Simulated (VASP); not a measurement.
# Se (P3_121) in VASP: further runs

Runs on Se. Level: PBE+D3(BJ). Tasks: single point.

Program: VASP 6.6.1. These are calculated values, not measurements. Logs are shortened: lines on timing, memory, paths and dates and some standing lists are left out, and cuts for length are marked.

## 1. The cell of the first run

It takes space group P3_121 (No. 152, trigonal). Conventional cell: a = 4.068 Å, b = 4.068 Å, c = 5.128 Å, α = 90.00°, β = 90.00°, γ = 120.00°. Within 2.9 Å of Se (site symmetry 2) lie 2 Se at 2.22 Å.

## 2. Single point, PBE+D3(BJ) (c/a of the conventional cell at fixed volume 1.2605)

Input file INCAR:

```
  PREC = Accurate
  ENCUT = 520
  EDIFF = 1E-6
  ISMEAR = 0
  SIGMA = 0.05
  LREAL = False
  LASPH = True
  NELM = 100
  ALGO = Normal
  ISIF = 2
  LWAVE = False
  LCHARG = False
  GGA = PE
  IVDW = 12
  NBANDS = 16
```

Input file KPOINTS:

```
regular mesh
0
Gamma
  9 9 8
```

Input file POSCAR:

```
Se
1.0
    4.0681465756      0.0000000000      0.0000000000
   -2.0340732878      3.5231182808      0.0000000000
    0.0000000000      0.0000000000      5.1277306289
Se
3
Direct
    0.2012552844      0.0000000000      0.3333333333
    0.0000000000      0.2012552844      0.6666666667
    0.7987447156      0.7987447156      0.0000000000
```

Potentials or basis: VASP PAW PBE potentials, release 64 (Se).

Launch:

```
$ cat potpaw_PBE.64/Se/POTCAR > POTCAR
$ mpirun -np 1 vasp_std > vasp.out
```

OUTCAR:

```text
PREC = Accurate
   ENCUT = 520
   EDIFF = 1E-6
   ISMEAR = 0
   LREAL = False
   LASPH = True
   NELM = 100
   ISIF = 2
   GGA = PE
   IVDW = 12
 IVDW          = 12

 ion  position               nearest neighbor table
   1  0.201  0.000  0.333-   3 2.22   2 2.22
   2  0.000  0.201  0.667-   3 2.22   1 2.22
   3  0.799  0.799  0.000-   1 2.22   2 2.22

  LATTYP: Found a hexagonal cell.
 ALAT       =     4.0681465756
 C/A-ratio  =     1.2604586717

  Lattice vectors:

 A1 = (   4.0681465756,   0.0000000000,   0.0000000000)
 A2 = (  -2.0340732878,   3.5231182808,   0.0000000000)
 A3 = (   0.0000000000,   0.0000000000,   5.1277306289)

Analysis of symmetry for initial positions (statically):
=====================================================================
 Subroutine PRICEL returns:
 Original cell was already a primitive cell.

 Routine SETGRP: Setting up the symmetry group for a
 hexagonal supercell.

 Subroutine GETGRP returns: Found  6 space group operations
 (whereof  2 operations were pure point group operations)
 out of a pool of 24 trial point group operations.

The static configuration has the point symmetry C_2 .
 The point group associated with its full space group is D_3 .

Analysis of symmetry for dynamics (positions and initial velocities):
=====================================================================
 Subroutine PRICEL returns:
 Original cell was already a primitive cell.

 Routine SETGRP: Setting up the symmetry group for a
 hexagonal supercell.

 Subroutine GETGRP returns: Found  6 space group operations
 (whereof  2 operations were pure point group operations)
 out of a pool of 24 trial point group operations.

The dynamic configuration has the point symmetry C_2 .
 The point group associated with its full space group is D_3 .

 Subroutine INISYM returns: Found  6 space group operations
 (whereof  2 operations are pure point group operations),
 and found     1 'primitive' translations

----------------------------------------------------------------------------------------

                                     Primitive cell

  volume of cell :      73.4935

  direct lattice vectors                    reciprocal lattice vectors
     4.068146576  0.000000000  0.000000000     0.245812185  0.141919731  0.000000000
    -2.034073288  3.523118281  0.000000000     0.000000000  0.283839463  0.000000000
     0.000000000  0.000000000  5.127730629     0.000000000  0.000000000  0.195018045

  length of vectors
     4.068146576  4.068146576  5.127730629     0.283839463  0.283839463  0.195018045

  position of ions in fractional coordinates (direct lattice)
     0.201255284  0.000000000  0.333333333
     1.000000000  0.201255284  0.666666667
     0.798744716  0.798744716  0.000000000

  ion indices of the primitive-cell ions
   primitive index   ion index
                 1           1
                 2           2
                 3           3

----------------------------------------------------------------------------------------

 KPOINTS: regular mesh

Automatic generation of k-mesh.
 Grid dimensions read from file:
 generate k-points for:    9    9    8

 Generating k-lattice:

  Cartesian coordinates                     Fractional coordinates (reciprocal lattice)
     0.027312465  0.015768859  0.000000000     0.111111111  0.000000000  0.000000000
     0.000000000  0.031537718  0.000000000     0.000000000  0.111111111  0.000000000
     0.000000000  0.000000000  0.024377256     0.000000000  0.000000000  0.125000000

  Length of vectors
     0.031537718  0.031537718  0.024377256

  Shift w.r.t. Gamma in fractional coordinates (k-lattice)
     0.000000000  0.000000000  0.000000000

 Subroutine IBZKPT returns following result:
 ===========================================

 Found     81 irreducible k-points:

 Following reciprocal coordinates:
            Coordinates               Weight
  0.000000  0.000000  0.000000      1.000000
  0.111111 -0.000000  0.000000      6.000000
  0.222222  0.000000  0.000000      6.000000
  0.333333 -0.000000  0.000000      6.000000
  0.444444  0.000000  0.000000      6.000000
  0.111111  0.111111  0.000000      6.000000
[... 16 lines left out ...]
  0.222222  0.111111  0.125000     12.000000
 -0.111111  0.333333  0.125000     12.000000
 [... further k-points ...]
   k-points           NKPTS =     81   k-points in BZ     NKDIM =     81   number of bands    NBANDS=     16
   number of dos      NEDOS =    301   number of ions     NIONS =      3
   total plane-waves  NPLWV =  36000
   dimension x,y,z NGX =    30 NGY =   30 NGZ =   40
   dimension x,y,z NGXF=    60 NGYF=   60 NGZF=   80
   ions per type =               3
   NGX,Y,Z   is equivalent  to a cutoff of  12.26, 12.26, 12.97 a.u.
   NGXF,Y,Z  is equivalent  to a cutoff of  24.52, 24.52, 25.94 a.u.
 SYSTEM =  unknown system
   PREC   = accura    normal or accurate (medium, high low for compatibility)
   ISTART =      0    job   : 0-new  1-cont  2-samecut
   ICHARG =      2    charge: 1-file 2-atom 10-const
   ISPIN  =      1    spin polarized calculation?
   LNONCOLLINEAR =      F non collinear calculations
   LSORBIT =      F    spin-orbit coupling
   LASPH  =      T    aspherical Exc in radial PAW
   ENCUT  =  520.0 eV  38.22 Ry    6.18 a.u.   7.56  7.56  9.53*2*pi/ulx,y,z
   NELM   =    100;   NELMIN=  2; NELMDL= -5     # of ELM steps
   EDIFF  = 0.1E-05   stopping-criterion for ELM
   LREAL  =      F    real-space projection
   EDIFFG = 0.1E-04   stopping-criterion for IOM
   NSW    =      0    number of steps for IOM
   IBRION =     -1    ionic relax: 0-MD 1-quasi-New 2-CG
   NFREE  =      0    steps in history (QN), initial steepest desc. (CG)
   ISIF   =      2    stress and relaxation
   ISYM   =      2    0-nonsym 1-usesym 2-fastsym
   POTIM  = 0.5000    time-step for ionic-motion
   TEBEG  =    0.0;   TEEND  =   0.0 temperature during run
   PSTRESS=    0.0 pullay stress
   NELECT =      18.0000    total number of electrons
   NUPDOWN=      -1.0000    fix difference up-down
   EMIN   =  10.00;   EMAX   =-10.00  energy-range for DOS
   EFERMI =   0.00;   METHOD = LEGACY
   ISMEAR =     0;   SIGMA  =   0.05  broadening in eV -4-tet -1-fermi 0-gaus
   EFERMI_NEDOS =   21; number of points for ismear=-14 and -15
   IALGO  =     38    algorithm
   IMIX   =      4    mixing-type and parameters
     AMIX     =   0.40;   BMIX     =  1.00
     AMIX_MAG =   1.60;   BMIX_MAG =  1.00
  volume/ion in A,a.u.               =      24.50       165.32
  Fermi-wavevector in a.u.,A,eV,Ry     =   1.024274  1.935597 14.274368  1.049136
  Thomas-Fermi vector in A             =   2.158052
   LORBIT       =      0    0 simple, 1 ext, 2 COOP (PROOUT), +10 PAW based schemes
   GGA     = PE    functional components
   LHFCALC =     F    Hartree Fock is set to
   AEXX    =    0.0000 exact exchange contribution
   IVDW    =    12    specifies the selected vdW correction
   LEPSILON=     F    determine dielectric tensor
   LRPA    =     F    only Hartree local field effects (RPA)
 non-spin polarized calculation
 Gauss-broadening in eV      SIGMA  =   0.05
  energy-cutoff  :      520.00
  volume of cell :       73.49
 maximum number of plane-waves:      2000
   NGX = 15   NGY = 15   NGZ = 19

 number of electron      17.9999998 magnetization

 Free energy of the ion-electron system (eV)
  ---------------------------------------------------
  ext. energy  EPLUGINS =         0.00000000
  ---------------------------------------------------
  free energy    TOTEN  =        -9.55962114 eV

  energy without entropy =       -9.55936416  energy(sigma->0) =       -9.55949265

 E-fermi :   3.8645     XC(G=0):  -9.2778

 val. band max:        3.8478681488   @ k =   0.4444   0.1111   0.5000
 cond. band min:       4.3124535025   @ k =   0.3333   0.2222   0.5000
 fundamental gap:      0.4645853537
 Fermi energy:         3.8644870841

 k-point     1 :       0.0000    0.0000    0.0000
  band No.  band energies     occupation
      1     -13.3338      2.00000
      2      -8.6899      2.00000
      3      -8.6899      2.00000
      4      -0.3176      2.00000
      5      -0.3176      2.00000
      6       0.0791      2.00000
[... 8 lines left out ...]
     15       9.7189      0.00000
     16      12.2023      0.00000

 k-point     2 :       0.1111   -0.0000    0.0000
  band No.  band energies     occupation
      1     -13.2797      2.00000
      2      -8.7041      2.00000
      3      -8.6634      2.00000
      4      -0.9528      2.00000
      5      -0.5283      2.00000
      6       0.2570      2.00000
[... 8 lines left out ...]
     15      10.5282      0.00000
     16      12.0071      0.00000

 k-point     3 :       0.2222    0.0000    0.0000
  band No.  band energies     occupation
      1     -13.1347      2.00000
      2      -8.7557      2.00000
      3      -8.5946      2.00000
      4      -1.7491      2.00000
      5      -0.9267      2.00000
      6       0.1893      2.00000
[... 8 lines left out ...]
     15      11.5610      0.00000
     16      11.9794      0.00000

 k-point     4 :       0.3333   -0.0000    0.0000
  band No.  band energies     occupation
      1     -12.9531      2.00000
      2      -8.8476      2.00000
      3      -8.5131      2.00000
      4      -2.2959      2.00000
      5      -1.2774      2.00000
      6       0.0633      2.00000
[... 8 lines left out ...]
     15      12.6190      0.00000
     16      12.6359      0.00000

 k-point     5 :       0.4444    0.0000    0.0000
  band No.  band energies     occupation
      1     -12.8225      2.00000
      2      -8.9307      2.00000
      3      -8.4579      2.00000
      4      -2.5445      2.00000
      5      -1.4760      2.00000
      6       0.1009      2.00000
[... 8 lines left out ...]
     15      13.4229      0.00000
     16      13.9269      0.00000

 k-point     6 :       0.1111    0.1111    0.0000
  band No.  band energies     occupation
      1     -13.1799      2.00000
      2      -8.7311      2.00000
      3      -8.6221      2.00000
      4      -1.5134      2.00000
      5      -0.9113      2.00000
      6       0.3077      2.00000
[... 8 lines left out ...]
     15      11.2912      0.00000
     16      11.7818      0.00000

 k-point     7 :       0.2222    0.1111    0.0000
  band No.  band energies     occupation
      1     -13.0151      2.00000
      2      -8.7907      2.00000
      3      -8.5627      2.00000
      4      -2.0699      2.00000
      5      -1.3274      2.00000
      6       0.2272      2.00000
[... 8 lines left out ...]
     15      12.0536      0.00000
     16      12.2861      0.00000

 k-point     8 :       0.3333    0.1111    0.0000
  band No.  band energies     occupation
      1     -12.8553      2.00000
      2      -8.8711      2.00000
      3      -8.5098      2.00000
      4      -2.4163      2.00000
      5      -1.5755      2.00000
      6       0.1377      2.00000
[... 8 lines left out ...]
     15      12.8936      0.00000
     16      13.2534      0.00000

 k-point     9 :       0.4444    0.1111    0.0000
  band No.  band energies     occupation
      1     -12.7876      2.00000
      2      -8.9115      2.00000
      3      -8.4886      2.00000
      4      -2.5247      2.00000
      5      -1.6539      2.00000
      6       0.2428      2.00000
[... 8 lines left out ...]
     15      13.5877      0.00000
     16      13.6594      0.00000
[... 172 lines left out ...]
 k-point    19 :       0.0000    0.3333    0.1250
  band No.  band energies     occupation
      1     -12.8776      2.00000
      2      -9.5897      2.00000
      3      -7.7585      2.00000
      4      -2.1992      2.00000
      5      -1.6867      2.00000
      6       0.1836      2.00000
[... 8 lines left out ...]
     15      12.2289      0.00000
     16      13.3050      0.00000

 k-point    20 :       0.4444    0.0000    0.1250
  band No.  band energies     occupation
      1     -12.7492      2.00000
      2      -9.5492      2.00000
      3      -7.8647      2.00000
      4      -2.4627      2.00000
      5      -1.6924      2.00000
      6       0.2065      2.00000
[... 8 lines left out ...]
     15      12.5488      0.00000
     16      13.9462      0.00000

 k-point    21 :       0.0000    0.4444    0.1250
  band No.  band energies     occupation
      1     -12.7484      2.00000
      2      -9.5634      2.00000
      3      -7.8372      2.00000
      4      -2.4487      2.00000
      5      -1.8388      2.00000
      6       0.1240      2.00000
[... 8 lines left out ...]
     15      13.1748      0.00000
     16      14.0364      0.00000

 k-point    22 :       0.1111    0.1111    0.1250
  band No.  band energies     occupation
      1     -13.1033      2.00000
      2      -9.6437      2.00000
      3      -7.6739      2.00000
      4      -1.5415      2.00000
      5      -1.0194      2.00000
      6       0.3185      2.00000
[... 8 lines left out ...]
     15      11.4639      0.00000
     16      11.8265      0.00000

 k-point    23 :       0.2222    0.1111    0.1250
  band No.  band energies     occupation
      1     -12.9400      2.00000
      2      -9.5842      2.00000
      3      -7.7652      2.00000
      4      -2.0629      2.00000
      5      -1.3593      2.00000
      6       0.1464      2.00000
[... 8 lines left out ...]
     15      11.7111      0.00000
     16      12.4886      0.00000

 k-point    24 :      -0.1111    0.3333    0.1250
  band No.  band energies     occupation
      1     -12.9394      2.00000
      2      -9.5959      2.00000
      3      -7.7412      2.00000
      4      -2.0022      2.00000
      5      -1.5814      2.00000
      6       0.2273      2.00000
[... 8 lines left out ...]
     15      11.8520      0.00000
     16      12.9689      0.00000

 [... further k-points ...]

------------------------ aborting loop because EDIFF is reached ----------------------------------------

 Edisp (eV)   -1.06509

 E8    (eV) :    -0.4398

  FORCE on cell =-STRESS in cart. coord.  units (eV):
  Direction    XX          YY          ZZ          XY          YZ          ZX
  --------------------------------------------------------------------------------------
  -------------------------------------------------------------------------------------
  Total       4.66375     4.66375     9.37077    -0.00000     0.00000     0.00000
  in kB     101.67097   101.67097   204.28515    -0.00000     0.00000     0.00000
  external pressure =      135.88 kB  Pullay stress =        0.00 kB

 VOLUME and BASIS-vectors are now :
 -----------------------------------------------------------------------------
  energy-cutoff  :      520.00
  volume of cell :       73.49
      direct lattice vectors                 reciprocal lattice vectors
     4.068146576  0.000000000  0.000000000     0.245812185  0.141919731  0.000000000
    -2.034073288  3.523118281  0.000000000     0.000000000  0.283839463  0.000000000
     0.000000000  0.000000000  5.127730629     0.000000000  0.000000000  0.195018045

 POSITION                                       TOTAL-FORCE (eV/Angst)
 -----------------------------------------------------------------------------------
      0.81874      0.00000      1.70924         3.606031     -0.000000     -0.000000
     -0.40937      0.70905      3.41849        -1.803016      3.122915      0.000000
      1.62471      2.81407      0.00000        -1.803016     -3.122915     -0.000000
 -----------------------------------------------------------------------------------
    total drift:                               -0.000002     -0.000003      0.000000

  FREE ENERGIE OF THE ION-ELECTRON SYSTEM (eV)
  ---------------------------------------------------
  free  energy   TOTEN  =       -10.6247130150 eV

  energy  without entropy=      -10.6244560354  energy(sigma->0) =      -10.62458453
```

Run time: 34 s. Hardware: 1 thread of AMD EPYC 9R45 (Zen 5), shared host; peak memory 0.2 GiB.

What came out:

- Free energy: -10.6247 eV
- Pressure: 13.6 GPa
- Largest force: 3.606 eV/Å
- Band gap on the k mesh: zero (band 9 reaches 3.85 eV, above the bottom of band 10 at 3.76 eV)
- Dispersion energy per atom: -0.355 eV

Forces in eV/Å, atoms in the order of the input:
```
Se   3.606  0.000  0.000
Se  -1.803  3.123  0.000
Se  -1.803 -3.123  0.000
```

Stress tensor (GPa, compression positive):
```
10.17  0.00  0.00
 0.00 10.17  0.00
 0.00  0.00 20.43
```

Caveat: pairwise dispersion overbinds metals, which lowers pressure and volume; forces of over 1 eV/Å act on the atoms, so gaps and moduli don't describe the material at rest.

(Continued in part 2 of 3.)
